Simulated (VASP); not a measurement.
A run of VASP 6.6.1 is set up as follows.

INCAR

```
SYSTEM = SnSe4
ALGO     = Normal         ! electronic algorithm
EDIFF    = 1E-6           ! SCF threshold, eV
ENCUT    = 520            ! plane-wave cutoff, eV
GGA      = PE             ! functional
ISIF     = 2              ! what is computed and relaxed
ISMEAR   = 0              ! smearing method
LASPH    = .True.         ! aspherical terms in the spheres
LCHARG   = .False.        ! write CHGCAR
LREAL    = .False.        ! projectors in reciprocal space
LWAVE    = .False.        ! write WAVECAR
NBANDS   = 27             ! bands
NELM     = 60             ! most SCF steps
PREC     = Accurate       ! precision mode
SIGMA    = 0.1            ! smearing width, eV
```

Contents of KPOINTS:

```
k-points
0
Gamma
  6 6 2
  0 0 0
```

The input POSCAR:

```
SnSe4
1.0
    3.9704699500      0.0000000000      0.0000000000
   -1.9852349800      3.4385278500      0.0000000000
    0.0000000000      0.0000000000     10.3267245100
Sn Se
1 4
Direct
    0.0000000000      0.0000000000      0.5000000000
    0.3333333300      0.6666666700      0.0000000000
    0.6666666700      0.3333333300      0.0000000000
    0.0000000000      0.0000000000      0.7012339400
    0.0000000000      0.0000000000      0.2987660600
```

Potentials or basis: VASP PAW PBE potentials, release 64 (Sn_d, Se).

Run with:

```console
$ cat potpaw_PBE.64/Sn_d/POTCAR potpaw_PBE.64/Se/POTCAR > POTCAR
$ mpirun -np 1 vasp_std > vasp.out
```

Estimate the pressure.

22.5 GPa.

Estimate the band gap on the k mesh.

zero (band 19 reaches 3.80 eV, above the bottom of band 20 at 3.45 eV).

Stress tensor (GPa, compression positive):
```
15.21  0.00  0.00
 0.00 15.21  0.00
 0.00  0.00 37.01
```

Caveat: spin-orbit coupling is left out, which moves the levels of the heavy elements; this functional lacks dispersion, which binds the layers, so the pressure and a relaxed spacing across them are unreliable; forces of over 1 eV/Å act on the atoms, so gaps and moduli don't describe the material at rest.
